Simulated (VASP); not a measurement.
# Ta6Si in VASP: single point with PBE

Aim: the single point of Ta6Si with PBE.

All numbers are computed with VASP 6.6.1; they aren't measurements. Logs are shortened: lines on timing, memory, paths and dates and some standing lists are left out, and cuts for length are marked.

## (1) The cell of the first run

The cell holds a slab with vacuum, 7 atoms: a = 4.694 Å, b = 4.694 Å, c = 21.488 Å, α = 90.00°, β = 90.00°, γ = 120.00°.

## (2) Single point, PBE, collinear spin

File INCAR:

```
SYSTEM = Ta6Si
  PREC = Accurate
  ENCUT = 520
  EDIFF = 1E-6
  ISMEAR = 0
  SIGMA = 0.1
  LREAL = .False.
  LASPH = .True.
  NELM = 150
  ALGO = Fast
  ISIF = 2
  LWAVE = .False.
  LCHARG = .False.
  ISPIN = 2
  MAGMOM = 0 0 0 0 0 0 2
  LORBIT = 11
  LMAXMIX = 4
  LDIPOL = .True.
  IDIPOL = 3
  DIPOL = 0.5 0.5 0.333
  GGA = PE
  NBANDS = 48
```

File KPOINTS:

```
regular mesh
0
Gamma
  6 6 1
  0 0 0
```

File POSCAR:

```
Ta6Si
1.0
    4.6937283341      0.0000000000      0.0000000000
   -2.3468641670      4.0648879758      0.0000000000
    0.0000000000      0.0000000000     21.4881921123
Ta Si
6 1
Direct
    0.6666666667      0.3333333333      0.1861487453
    0.3333333333      0.6666666667      0.2307361763
    0.0000000000      0.0000000000      0.2753236074
    0.6666666667      0.3333333333      0.3164374187
    0.3333333333      0.6666666667      0.3553085563
    0.0000000000      0.0000000000      0.3950165778
    0.2222222222     -0.2222222222      0.5751154889
```

Potentials or basis: VASP PAW PBE potentials, release 64 (Ta_pv, Si).

Command:

```console
$ cat potpaw_PBE.64/Ta_pv/POTCAR potpaw_PBE.64/Si/POTCAR > POTCAR
$ mpirun -np 1 vasp_std > vasp.out
```

OUTCAR:

```text
SYSTEM = Ta6Si
   PREC = Accurate
   ENCUT = 520
   EDIFF = 1E-6
   ISMEAR = 0
   LREAL = .False.
   LASPH = .True.
   NELM = 150
   ISIF = 2
   ISPIN = 2
   LORBIT = 11
   GGA = PE

 ion  position               nearest neighbor table
   1  0.667  0.333  0.186-   4 2.80   2 2.87   2 2.87   2 2.87   3 3.32   3 3.32   3 3.32
   2  0.333  0.667  0.231-   5 2.68   1 2.87   1 2.87   3 2.87   1 2.87   3 2.87   3 2.87   4 3.28
                             4 3.28   4 3.28
   3  0.000  0.000  0.275-   6 2.57   4 2.85   4 2.85   4 2.85   2 2.87   2 2.87   2 2.87   5 3.21
                             5 3.21   5 3.21   1 3.32   1 3.32   1 3.32
   4  0.667  0.333  0.316-   1 2.80   5 2.84   5 2.84   5 2.84   3 2.85   3 2.85   3 2.85   6 3.19
                             6 3.19   6 3.19   2 3.28   2 3.28   2 3.28
   5  0.333  0.667  0.355-   2 2.68   4 2.84   4 2.84   4 2.84   6 2.84   6 2.84   6 2.84   3 3.21
                             3 3.21   3 3.21
   6  0.000  0.000  0.395-   3 2.57   5 2.84   5 2.84   5 2.84   4 3.19   4 3.19   4 3.19
   7  0.222  0.778  0.575-

  LATTYP: Found a hexagonal cell.
 ALAT       =     4.6937283341
 C/A-ratio  =     4.5780647244

  Lattice vectors:

 A1 = (   4.6937283341,   0.0000000000,   0.0000000000)
 A2 = (  -2.3468641670,   4.0648879758,   0.0000000000)
 A3 = (   0.0000000000,   0.0000000000,  21.4881921123)

Analysis of symmetry for initial positions (statically):
=====================================================================
 Subroutine PRICEL returns:
 Original cell was already a primitive cell.

 Routine SETGRP: Setting up the symmetry group for a
 hexagonal supercell.

 Subroutine GETGRP returns: Found  2 space group operations
 (whereof  2 operations were pure point group operations)
 out of a pool of 24 trial point group operations.

The static configuration has the point symmetry C_1h.

Analysis of symmetry for dynamics (positions and initial velocities):
=====================================================================
 Subroutine PRICEL returns:
 Original cell was already a primitive cell.

 Routine SETGRP: Setting up the symmetry group for a
 hexagonal supercell.

 Subroutine GETGRP returns: Found  2 space group operations
 (whereof  2 operations were pure point group operations)
 out of a pool of 24 trial point group operations.

The dynamic configuration has the point symmetry C_1h.

Analysis of structural, dynamic, and magnetic symmetry:
=====================================================================
 Subroutine PRICEL returns:
 Original cell was already a primitive cell.

 Routine SETGRP: Setting up the symmetry group for a
 hexagonal supercell.

 Subroutine GETGRP returns: Found  2 space group operations
 (whereof  2 operations were pure point group operations)
 out of a pool of 24 trial point group operations.

The overall configuration has the point symmetry C_1h.

 Subroutine INISYM returns: Found  2 space group operations
 (whereof  2 operations are pure point group operations),
 and found     1 'primitive' translations

----------------------------------------------------------------------------------------

                                     Primitive cell

  volume of cell :     409.9835

  direct lattice vectors                    reciprocal lattice vectors
     4.693728334  0.000000000  0.000000000     0.213050251  0.123004620  0.000000000
    -2.346864167  4.064887976  0.000000000     0.000000000  0.246009240  0.000000000
     0.000000000  0.000000000 21.488192112     0.000000000  0.000000000  0.046537186

  length of vectors
     4.693728334  4.693728334 21.488192112     0.246009240  0.246009240  0.046537186

  position of ions in fractional coordinates (direct lattice)
     0.666666667  0.333333333  0.186148745
     0.333333333  0.666666667  0.230736176
     0.000000000  0.000000000  0.275323607
     0.666666667  0.333333333  0.316437419
     0.333333333  0.666666667  0.355308556
     0.000000000  0.000000000  0.395016578
     0.222222222  0.777777778  0.575115489
[... 56 lines left out ...]
   dimension x,y,z NGXF=    72 NGYF=   72 NGZF=  320
   ions per type =               6   1
   NGX,Y,Z   is equivalent  to a cutoff of  12.75, 12.75, 12.38 a.u.
   NGXF,Y,Z  is equivalent  to a cutoff of  25.50, 25.50, 24.76 a.u.
 SYSTEM =  Ta6Si
   PREC   = accura    normal or accurate (medium, high low for compatibility)
   ISTART =      0    job   : 0-new  1-cont  2-samecut
   ICHARG =      2    charge: 1-file 2-atom 10-const
   ISPIN  =      2    spin polarized calculation?
   LNONCOLLINEAR =      F non collinear calculations
   LSORBIT =      F    spin-orbit coupling
   LASPH  =      T    aspherical Exc in radial PAW
   ENCUT  =  520.0 eV  38.22 Ry    6.18 a.u.   8.73  8.73 39.95*2*pi/ulx,y,z
   NELM   =    150;   NELMIN=  2; NELMDL= -5     # of ELM steps
   EDIFF  = 0.1E-05   stopping-criterion for ELM
   LREAL  =      F    real-space projection
   EDIFFG = 0.1E-04   stopping-criterion for IOM
   NSW    =      0    number of steps for IOM
   IBRION =     -1    ionic relax: 0-MD 1-quasi-New 2-CG
   NFREE  =      0    steps in history (QN), initial steepest desc. (CG)
   ISIF   =      2    stress and relaxation
   ISYM   =      2    0-nonsym 1-usesym 2-fastsym
   POTIM  = 0.5000    time-step for ionic-motion
   TEBEG  =    0.0;   TEEND  =   0.0 temperature during run
   PSTRESS=    0.0 pullay stress
   NELECT =      70.0000    total number of electrons
   NUPDOWN=      -1.0000    fix difference up-down
   EMIN   =  10.00;   EMAX   =-10.00  energy-range for DOS
   EFERMI =   0.00;   METHOD = LEGACY
   ISMEAR =     0;   SIGMA  =   0.10  broadening in eV -4-tet -1-fermi 0-gaus
   EFERMI_NEDOS =   21; number of points for ismear=-14 and -15
   IALGO  =     68    algorithm
   IMIX   =      4    mixing-type and parameters
     AMIX     =   0.40;   BMIX     =  1.00
     AMIX_MAG =   1.60;   BMIX_MAG =  1.00
  volume/ion in A,a.u.               =      58.57       395.24
  Fermi-wavevector in a.u.,A,eV,Ry     =   0.908208  1.716264 11.222656  0.824842
  Thomas-Fermi vector in A             =   2.032107
   LORBIT       =     11    0 simple, 1 ext, 2 COOP (PROOUT), +10 PAW based schemes
   GGA     = PE    functional components
   LHFCALC =     F    Hartree Fock is set to
   AEXX    =    0.0000 exact exchange contribution
   IVDW    =     0    specifies the selected vdW correction
   LEPSILON=     F    determine dielectric tensor
   LRPA    =     F    only Hartree local field effects (RPA)
 spin polarized calculation
 RMM-DIIS sequential band-by-band and
 Gauss-broadening in eV      SIGMA  =   0.10
  energy-cutoff  :      520.00
  volume of cell :      409.98
 maximum number of plane-waves:     11057
   NGX = 17   NGY = 17   NGZ = 79

 dipolmoment           0.000000      0.000000     -0.001762 electrons x Angstroem

 number of electron      69.9999990 magnetization       0.8539016

 dipolmoment           0.000000      0.000000      0.118463 electrons x Angstroem

 Free energy of the ion-electron system (eV)
  ---------------------------------------------------
  ext. energy  EPLUGINS =         0.00000000
  ---------------------------------------------------
  free energy    TOTEN  =       -65.71163301 eV

  energy without entropy =      -65.66516509  energy(sigma->0) =      -65.68839905

 E-fermi :  -0.8020     XC(G=0):  -5.3205

 val. band max:       -0.8090135262   @ k =  -0.1667   0.1667   0.0000
 cond. band min:      -0.7979815370   @ k =   0.1667  -0.0000   0.0000
 fundamental gap:      0.0110319892
 Fermi energy:        -0.8019512985

 spin component 1

 k-point     1 :       0.0000    0.0000    0.0000
  band No.  band energies     occupation
      1     -35.4922      1.00000
      2     -35.3943      1.00000
      3     -35.1790      1.00000
      4     -35.1779      1.00000
      5     -35.0434      1.00000
      6     -35.0427      1.00000
[... 639 lines left out ...]
     46       1.4416      0.00000
     47       1.7169      0.00000
 Fermi energy:        -0.8019512985

 spin component 2

 k-point     1 :       0.0000    0.0000    0.0000
  band No.  band energies     occupation
      1     -35.5093      1.00000
      2     -35.4305      1.00000
      3     -35.2072      1.00000
      4     -35.2022      1.00000
      5     -35.0699      1.00000
      6     -35.0666      1.00000
[... 639 lines left out ...]
     46       1.5139      0.00000
     47       1.7093      0.00000
 [bands above 47 left out]

------------------------ aborting loop because EDIFF is reached ----------------------------------------

 vacuum level on the upper side and lower side of the slab       (xc-potential included)         0.273        -0.741

  FORCE on cell =-STRESS in cart. coord.  units (eV):
  Direction    XX          YY          ZZ          XY          YZ          ZX
  --------------------------------------------------------------------------------------
  -------------------------------------------------------------------------------------
  Total       -6.5655130     -6.4259951     -5.4853906      0.1208261      0.0605536     -0.1048820
  in kB      -25.6574116    -25.1121885    -21.4363941      0.4721771      0.2366380     -0.4098690
  external PRESSURE =     -24.0686647 kB  Pullay stress =       0.0000000 kB

 VOLUME and BASIS-vectors are now :
 -----------------------------------------------------------------------------
  energy-cutoff  :      520.00
  volume of cell :      409.98
      direct lattice vectors                 reciprocal lattice vectors
     4.693728334  0.000000000  0.000000000     0.213050251  0.123004620  0.000000000
    -2.346864167  4.064887976  0.000000000     0.000000000  0.246009240  0.000000000
     0.000000000  0.000000000 21.488192112     0.000000000  0.000000000  0.046537186

 POSITION                                       TOTAL-FORCE (eV/Angst)
 -----------------------------------------------------------------------------------
      2.34686      1.35496      4.00000        -0.014598      0.008428      1.886129
     -0.00000      2.70993      4.95810         0.002911     -0.001680     -0.275622
      0.00000      0.00000      5.91621         0.017896     -0.010332     -1.781051
      2.34686      1.35496      6.79967        -0.022415      0.012941     -0.052386
     -0.00000      2.70993      7.63494        -0.044228      0.025535      0.194976
      0.00000      0.00000      8.48819         0.109575     -0.063263      0.663136
     -0.78229      3.16158     12.35819        -0.049141      0.028372     -0.635181
 -----------------------------------------------------------------------------------
    total drift:                               -0.000029      0.000017     -0.000191

  FREE ENERGIE OF THE ION-ELECTRON SYSTEM (eV)
  ---------------------------------------------------
  free  energy   TOTEN  =       -65.7116330146 eV

  energy  without entropy=      -65.6651650893  energy(sigma->0) =      -65.68839905

 vacuum level on the upper side and lower side of the slab         3.416         2.419

 total charge

# of ion       s       p       d       tot
------------------------------------------
    1        0.386   6.010   2.361   8.757
    2        0.389   6.108   2.454   8.950
    3        0.379   6.165   2.396   8.940
    4        0.370   6.170   2.346   8.887
    5        0.397   6.121   2.475   8.993
    6        0.397   6.034   2.426   8.856
    7        0.954   0.509   0.000   1.463
--------------------------------------------------
tot          3.272  37.117  14.457  54.846

 magnetization (x)

# of ion       s       p       d       tot
------------------------------------------
    1       -0.001  -0.001  -0.039  -0.041
    2       -0.000  -0.001   0.003   0.002
    3       -0.000   0.000  -0.007  -0.007
    4        0.001   0.004   0.019   0.023
    5       -0.002   0.003  -0.034  -0.032
    6       -0.002   0.001  -0.063  -0.064
    7        0.004   0.272   0.000   0.276
--------------------------------------------------
tot         -0.001   0.279  -0.120   0.157
```

It took 40 min on 1 thread of Oxide Virtual Turin-like, shared host; peak memory 0.81 GiB.

What came out:

- Free energy: -65.7116 eV
- Largest force: 1.886 eV/Å
- Net moment: 0.85 μB per cell
- Site moments: Ta -0.04, +0.00, -0.01, +0.02, -0.03, -0.06; Si +0.28 μB
- Valence electrons inside the program's atomic spheres: Ta 8.76, 8.95, 8.94, 8.89, 8.99, 8.86; Si 1.46

Forces on the atoms (eV/Å):
```
Ta  -0.015  0.008  1.886
Ta   0.003 -0.002 -0.276
Ta   0.018 -0.010 -1.781
Ta  -0.022  0.013 -0.052
Ta  -0.044  0.026  0.195
Ta   0.110 -0.063  0.663
Si  -0.049  0.028 -0.635
```

Caveat: a moment this small can come from the mesh or the smearing; spin-orbit coupling is left out, which moves the levels of the heavy elements.
